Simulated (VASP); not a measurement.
# Ni (P6_3/mmc) in VASP: further runs

Ni is run at these levels: LDA; tasks: single point.

All numbers are computed with VASP 6.6.1; they aren't measurements. Logs are shortened: lines on timing, memory, paths and dates and some standing lists are left out, and cuts for length are marked.

### 1 The cell of the first run

The structure is hexagonal, space group P6_3/mmc (No. 194). The conventional cell has a = 2.416 Å, b = 2.416 Å, c = 3.973 Å, α = 90.00°, β = 90.00°, γ = 120.00°. Within 3.2 Å of Ni (site symmetry -6m2) lie 12 Ni at 2.42 to 2.43 Å.

This isn't the form of Ni at room conditions, which is fcc.

### 2 Single point, LDA

Contents of INCAR:

```
PREC = Accurate
ENCUT = 520
EDIFF = 1E-6
ISMEAR = -1
SIGMA = 0.1
LREAL = F
LASPH = T
NELM = 100
ALGO = Normal
ISIF = 2
LWAVE = F
LCHARG = F
GGA = CA
NBANDS = 17
```

Contents of KPOINTS:

```
regular mesh
0
Gamma
  14 14 8
```

Contents of POSCAR:

```
Ni
1.0
    2.4162110961      0.0000000000      0.0000000000
   -1.2081055480      2.0925001901      0.0000000000
    0.0000000000      0.0000000000      3.9731629570
Ni
2
Direct
    0.3333333333      0.6666666667      0.2500000000
    0.6666666667      0.3333333333      0.7500000000
```

Potentials or basis: VASP PAW LDA potentials, release 64 (Ni).

Run with:

```bash
cat potpaw_LDA.64/Ni/POTCAR > POTCAR
mpirun -np 1 vasp_std > vasp.out
```

OUTCAR:

```text
PREC = Accurate
   ENCUT = 520
   EDIFF = 1E-6
   ISMEAR = -1
   LREAL = F
   LASPH = T
   NELM = 100
   ISIF = 2
   GGA = CA

 ion  position               nearest neighbor table
   1  0.333  0.667  0.250-   2 2.43   2 2.43   2 2.43   2 2.43   2 2.43   2 2.43
   2  0.667  0.333  0.750-   1 2.43   1 2.43   1 2.43   1 2.43   1 2.43   1 2.43

  LATTYP: Found a hexagonal cell.
 ALAT       =     2.4162110961
 C/A-ratio  =     1.6443774153

  Lattice vectors:

 A1 = (   2.4162110961,   0.0000000000,   0.0000000000)
 A2 = (  -1.2081055480,   2.0925001901,   0.0000000000)
 A3 = (   0.0000000000,   0.0000000000,   3.9731629570)

Analysis of symmetry for initial positions (statically):
=====================================================================
 Subroutine PRICEL returns:
 Original cell was already a primitive cell.

 Routine SETGRP: Setting up the symmetry group for a
 hexagonal supercell.

 Subroutine GETGRP returns: Found 24 space group operations
 (whereof 12 operations were pure point group operations)
 out of a pool of 24 trial point group operations.

The static configuration has the point symmetry D_3d.
 The point group associated with its full space group is D_6h.

Analysis of symmetry for dynamics (positions and initial velocities):
=====================================================================
 Subroutine PRICEL returns:
 Original cell was already a primitive cell.

 Routine SETGRP: Setting up the symmetry group for a
 hexagonal supercell.

 Subroutine GETGRP returns: Found 24 space group operations
 (whereof 12 operations were pure point group operations)
 out of a pool of 24 trial point group operations.

The dynamic configuration has the point symmetry D_3d.
 The point group associated with its full space group is D_6h.

 Subroutine INISYM returns: Found 24 space group operations
 (whereof 12 operations are pure point group operations),
 and found     1 'primitive' translations

----------------------------------------------------------------------------------------

                                     Primitive cell

  volume of cell :      20.0880

  direct lattice vectors                    reciprocal lattice vectors
     2.416211096  0.000000000  0.000000000     0.413871123  0.238948604  0.000000000
    -1.208105548  2.092500190  0.000000000     0.000000000  0.477897209  0.000000000
     0.000000000  0.000000000  3.973162957     0.000000000  0.000000000  0.251688645

  length of vectors
     2.416211096  2.416211096  3.973162957     0.477897209  0.477897209  0.251688645

  position of ions in fractional coordinates (direct lattice)
     0.333333333  0.666666667  0.250000000
     0.666666667  0.333333333  0.750000000

  ion indices of the primitive-cell ions
   primitive index   ion index
                 1           1
                 2           2

----------------------------------------------------------------------------------------

 KPOINTS: regular mesh

Automatic generation of k-mesh.
 Grid dimensions read from file:
 generate k-points for:   14   14    8

 Generating k-lattice:

  Cartesian coordinates                     Fractional coordinates (reciprocal lattice)
     0.029562223  0.017067757  0.000000000     0.071428571  0.000000000  0.000000000
     0.000000000  0.034135515  0.000000000     0.000000000  0.071428571  0.000000000
     0.000000000  0.000000000  0.031461081     0.000000000  0.000000000  0.125000000

  Length of vectors
     0.034135515  0.034135515  0.031461081

  Shift w.r.t. Gamma in fractional coordinates (k-lattice)
     0.000000000  0.000000000  0.000000000

 Subroutine IBZKPT returns following result:
 ===========================================

 Found    120 irreducible k-points:

 Following reciprocal coordinates:
            Coordinates               Weight
  0.000000  0.000000  0.000000      1.000000
  0.071429  0.000000  0.000000      6.000000
  0.142857 -0.000000  0.000000      6.000000
  0.214286  0.000000  0.000000      6.000000
  0.285714 -0.000000  0.000000      6.000000
  0.357143  0.000000  0.000000      6.000000
[... 16 lines left out ...]
  0.285714  0.285714  0.000000      6.000000
  0.357143  0.285714  0.000000      6.000000
 [... further k-points ...]
   k-points           NKPTS =    120   k-points in BZ     NKDIM =    120   number of bands    NBANDS=     17
   number of dos      NEDOS =    301   number of ions     NIONS =      2
   total plane-waves  NPLWV =   9720
   dimension x,y,z NGX =    18 NGY =   18 NGZ =   30
   dimension x,y,z NGXF=    36 NGYF=   36 NGZF=   60
   ions per type =               2
   NGX,Y,Z   is equivalent  to a cutoff of  12.38, 12.38, 12.55 a.u.
   NGXF,Y,Z  is equivalent  to a cutoff of  24.77, 24.77, 25.11 a.u.
 SYSTEM =  unknown system
   PREC   = accura    normal or accurate (medium, high low for compatibility)
   ISTART =      0    job   : 0-new  1-cont  2-samecut
   ICHARG =      2    charge: 1-file 2-atom 10-const
   ISPIN  =      1    spin polarized calculation?
   LNONCOLLINEAR =      F non collinear calculations
   LSORBIT =      F    spin-orbit coupling
   LASPH  =      T    aspherical Exc in radial PAW
   ENCUT  =  520.0 eV  38.22 Ry    6.18 a.u.   4.49  4.49  7.39*2*pi/ulx,y,z
   NELM   =    100;   NELMIN=  2; NELMDL= -5     # of ELM steps
   EDIFF  = 0.1E-05   stopping-criterion for ELM
   LREAL  =      F    real-space projection
   EDIFFG = 0.1E-04   stopping-criterion for IOM
   NSW    =      0    number of steps for IOM
   IBRION =     -1    ionic relax: 0-MD 1-quasi-New 2-CG
   NFREE  =      0    steps in history (QN), initial steepest desc. (CG)
   ISIF   =      2    stress and relaxation
   ISYM   =      2    0-nonsym 1-usesym 2-fastsym
   POTIM  = 0.5000    time-step for ionic-motion
   TEBEG  =    0.0;   TEEND  =   0.0 temperature during run
   PSTRESS=    0.0 pullay stress
   NELECT =      20.0000    total number of electrons
   NUPDOWN=      -1.0000    fix difference up-down
   EMIN   =  10.00;   EMAX   =-10.00  energy-range for DOS
   EFERMI =   0.00;   METHOD = LEGACY
   ISMEAR =    -1;   SIGMA  =   0.10  broadening in eV -4-tet -1-fermi 0-gaus
   EFERMI_NEDOS =   21; number of points for ismear=-14 and -15
   IALGO  =     38    algorithm
   IMIX   =      4    mixing-type and parameters
     AMIX     =   0.40;   BMIX     =  1.00
     AMIX_MAG =   1.60;   BMIX_MAG =  1.00
  volume/ion in A,a.u.               =      10.04        67.78
  Fermi-wavevector in a.u.,A,eV,Ry     =   1.634704  3.089143 36.358286  2.672259
  Thomas-Fermi vector in A             =   2.726299
   LORBIT       =      0    0 simple, 1 ext, 2 COOP (PROOUT), +10 PAW based schemes
   GGA     = CA    functional components
   LHFCALC =     F    Hartree Fock is set to
   AEXX    =    0.0000 exact exchange contribution
   IVDW    =     0    specifies the selected vdW correction
   LEPSILON=     F    determine dielectric tensor
   LRPA    =     F    only Hartree local field effects (RPA)
 non-spin polarized calculation
  energy-cutoff  :      520.00
  volume of cell :       20.09
 maximum number of plane-waves:       557
 NGX is ok and might be reduce to    18
   NGX =  9   NGY =  9   NGZ = 15

 number of electron      19.9999973 magnetization

 Free energy of the ion-electron system (eV)
  ---------------------------------------------------
  ext. energy  EPLUGINS =         0.00000000
  ---------------------------------------------------
  free energy    TOTEN  =       -13.13367063 eV

  energy without entropy =      -12.95470248  energy(sigma->0) =      -13.04418656

 E-fermi :  10.1161     XC(G=0): -14.0909

 val. band max:       10.1129593286   @ k =   0.4286   0.0000   0.3750
 cond. band min:      10.1162150407   @ k =   0.3571   0.2143   0.2500
 fundamental gap:      0.0032557121
 Fermi energy:        10.1160585406

 k-point     1 :       0.0000    0.0000    0.0000
  band No.  band energies     occupation
      1       0.6853      2.00000
      2       5.1617      2.00000
      3       7.9512      2.00000
      4       8.0581      2.00000
      5       8.0581      2.00000
      6       8.3695      2.00000
[... 9 lines left out ...]
     16      36.1662      0.00000
     17      36.5322      0.00000

 k-point     2 :       0.0714    0.0000    0.0000
  band No.  band energies     occupation
      1       0.8747      2.00000
      2       5.2841      2.00000
      3       7.8180      2.00000
      4       8.1466      2.00000
      5       8.1641      2.00000
      6       8.3235      2.00000
[... 9 lines left out ...]
     16      34.3134      0.00000
     17      36.6334      0.00000

 k-point     3 :       0.1429   -0.0000    0.0000
  band No.  band energies     occupation
      1       1.4299      2.00000
      2       5.6104      2.00000
      3       7.5852      2.00000
      4       7.9018      2.00000
      5       8.1537      2.00000
      6       8.4011      2.00000
[... 9 lines left out ...]
     16      33.3112      0.00000
     17      35.8412      0.00000

 k-point     4 :       0.2143    0.0000    0.0000
  band No.  band energies     occupation
      1       2.3070      2.00000
      2       5.9898      2.00000
      3       7.2154      2.00000
      4       7.3604      2.00000
      5       8.0065      2.00000
      6       8.4691      2.00000
[... 9 lines left out ...]
     16      32.3481      0.00000
     17      32.7396      0.00000

 k-point     5 :       0.2857   -0.0000    0.0000
  band No.  band energies     occupation
      1       3.4058      2.00000
      2       6.1419      2.00000
      3       6.6893      2.00000
      4       7.2924      2.00000
      5       7.9846      2.00000
      6       8.2833      2.00000
[... 9 lines left out ...]
     16      29.7627      0.00000
     17      30.6393      0.00000

 k-point     6 :       0.3571    0.0000    0.0000
  band No.  band energies     occupation
      1       4.5094      2.00000
      2       6.0194      2.00000
      3       6.3214      2.00000
      4       7.3852      2.00000
      5       8.1282      2.00000
      6       8.1598      2.00000
[... 9 lines left out ...]
     16      27.0608      0.00000
     17      28.1611      0.00000

 k-point     7 :       0.4286    0.0000    0.0000
  band No.  band energies     occupation
      1       5.2741      2.00000
      2       5.8393      2.00000
      3       6.1049      2.00000
      4       7.6393      2.00000
      5       8.0261      2.00000
      6       8.0947      2.00000
[... 9 lines left out ...]
     16      25.7907      0.00000
     17      26.2028      0.00000

 k-point     8 :       0.5000   -0.0000    0.0000
  band No.  band energies     occupation
      1       5.5632      2.00000
      2       5.7097      2.00000
      3       6.0335      2.00000
      4       7.8190      2.00000
      5       7.9906      2.00000
      6       8.0539      2.00000
[... 9 lines left out ...]
     16      24.6019      0.00000
     17      25.9044      0.00000
[... 203 lines left out ...]
      1       5.8844      2.00000
      2       6.0025      2.00000
      3       6.1279      2.00000
      4       7.4094      2.00000
      5       7.8618      2.00000
      6       7.9921      2.00000
[... 9 lines left out ...]
     16      23.7689      0.00000
     17      25.1754      0.00000

 k-point    20 :       0.2143    0.2143    0.0000
  band No.  band energies     occupation
      1       4.9002      2.00000
      2       6.4112      2.00000
      3       6.6011      2.00000
      4       6.6861      2.00000
      5       7.7858      2.00000
      6       8.1874      2.00000
[... 9 lines left out ...]
     16      29.1309      0.00000
     17      29.3724      0.00000

 k-point    21 :       0.2857    0.2143    0.0000
  band No.  band energies     occupation
      1       5.7622      2.00000
      2       6.2799      2.00000
      3       6.4317      2.00000
      4       6.8158      2.00000
      5       7.7144      2.00000
      6       8.1425      2.00000
[... 9 lines left out ...]
     16      26.7061      0.00000
     17      27.9969      0.00000

 k-point    22 :       0.3571    0.2143    0.0000
  band No.  band energies     occupation
      1       6.1441      2.00000
      2       6.2184      2.00000
      3       6.3071      2.00000
      4       7.0394      2.00000
      5       7.7435      2.00000
      6       7.9541      2.00000
[... 9 lines left out ...]
     16      24.5651      0.00000
     17      25.8956      0.00000

 k-point    23 :       0.2857    0.2857    0.0000
  band No.  band energies     occupation
      1       6.2662      2.00000
      2       6.2791      2.00000
      3       6.6144      2.00000
      4       6.6800      2.00000
      5       7.6807      2.00000
      6       7.9473      2.00000
[... 9 lines left out ...]
     16      25.7812      0.00000
     17      26.7043      0.00000

 k-point    24 :       0.3571    0.2857    0.0000
  band No.  band energies     occupation
      1       6.2676      2.00000
      2       6.4281      2.00000
      3       6.5293      2.00000
      4       6.8208      2.00000
      5       7.7235      2.00000
      6       7.8174      2.00000
[... 9 lines left out ...]
     16      24.2875      0.00000
     17      26.0924      0.00000

 [... further k-points ...]
[... 5 lines left out ...]
  --------------------------------------------------------------------------------------
  -------------------------------------------------------------------------------------
  Total       -0.0131533     -0.0131533     -0.0149478     -0.0000000      0.0000000      0.0000000
  in kB       -1.0490784     -1.0490784     -1.1922085     -0.0000000      0.0000000      0.0000000
  external PRESSURE =      -1.0967884 kB  Pullay stress =       0.0000000 kB

 VOLUME and BASIS-vectors are now :
 -----------------------------------------------------------------------------
  energy-cutoff  :      520.00
  volume of cell :       20.09
      direct lattice vectors                 reciprocal lattice vectors
     2.416211096  0.000000000  0.000000000     0.413871123  0.238948604  0.000000000
    -1.208105548  2.092500190  0.000000000     0.000000000  0.477897209  0.000000000
     0.000000000  0.000000000  3.973162957     0.000000000  0.000000000  0.251688645

 POSITION                                       TOTAL-FORCE (eV/Angst)
 -----------------------------------------------------------------------------------
     -0.00000      1.39500      0.99329         0.000000      0.000000      0.000000
      1.20811      0.69750      2.97987        -0.000000     -0.000000      0.000000
 -----------------------------------------------------------------------------------
    total drift:                               -0.000000      0.000000     -0.000000

  FREE ENERGIE OF THE ION-ELECTRON SYSTEM (eV)
  ---------------------------------------------------
  free  energy   TOTEN  =       -13.1336706335 eV

  energy  without entropy=      -12.9547024808  energy(sigma->0) =      -13.04418656
```

It took 40 s on 1 thread of Intel Xeon 8259CL, shared host; peak memory 0.14 GiB.

What came out:

```
Free energy            : -13.1337 eV
Pressure               : -0.1 GPa
Band gap on the k mesh : zero (bands 10 and 11 overlap by 0.61 eV)
```

Caveat: the run has no spin polarisation, though such a crystal can be magnetic. Spin polarisation is off, so any magnetic state and its effect on volume and gap are missing.

### 3 Single point, LDA (9.64 Å³/atom)

This run uses another cell than the first one, of 9.64 Å³/atom.

Contents of INCAR:

```
SYSTEM = Ni
  PREC = Accurate
  ENCUT = 520
  EDIFF = 1E-6
  ISMEAR = -1
  SIGMA = 0.1
  LREAL = .FALSE.
  LASPH = .TRUE.
  NELM = 60
  ALGO = Normal
  ISIF = 2
  LWAVE = .FALSE.
  LCHARG = .TRUE.
  GGA = CA
  LELF = .TRUE.
  LVHAR = .TRUE.
  NBANDS = 17
```

Contents of KPOINTS:

```
Automatic mesh
0
G
  17 17 9
  0 0 0
```

Contents of POSCAR:

```
Ni
1.0
    2.3835555917      0.0000000000      0.0000000000
   -1.1917777959      2.0642196937      0.0000000000
    0.0000000000      0.0000000000      3.9194649832
Ni
2
Direct
    0.3333333333      0.6666666667      0.2500000000
    0.6666666667      0.3333333333      0.7500000000
```

Potentials or basis: VASP PAW LDA potentials, release 64 (Ni).

Run with:

```bash
cat potpaw_LDA.64/Ni/POTCAR > POTCAR
mpirun -np 1 vasp_std > vasp.out
```

Run time: 69 s. Hardware: 1 thread of Intel Xeon 8259CL, shared host; peak memory 0.15 GiB.

It converged, with:

```yaml
Free_energy: -13.1066 eV
Pressure: 11.1 GPa
Band_gap_on_the_k_mesh: zero (bands 10 and 11 overlap by 0.57 eV)
```

Levels at points of the mesh, in eV from the Fermi level:
```csv
k point,band 8,band 9,band 10,band 11,band 12,band 13
"(0.00, 0.00, 0.00)",-1.34,-1.34,-0.44,-0.19,-0.19,6.83
```

Caveat: the cell stands under pressure; the run has no spin polarisation, though such a crystal can be magnetic. Spin polarisation is off, so any magnetic state and its effect on volume and gap are missing.

(Part 1 of 2 ends here.)
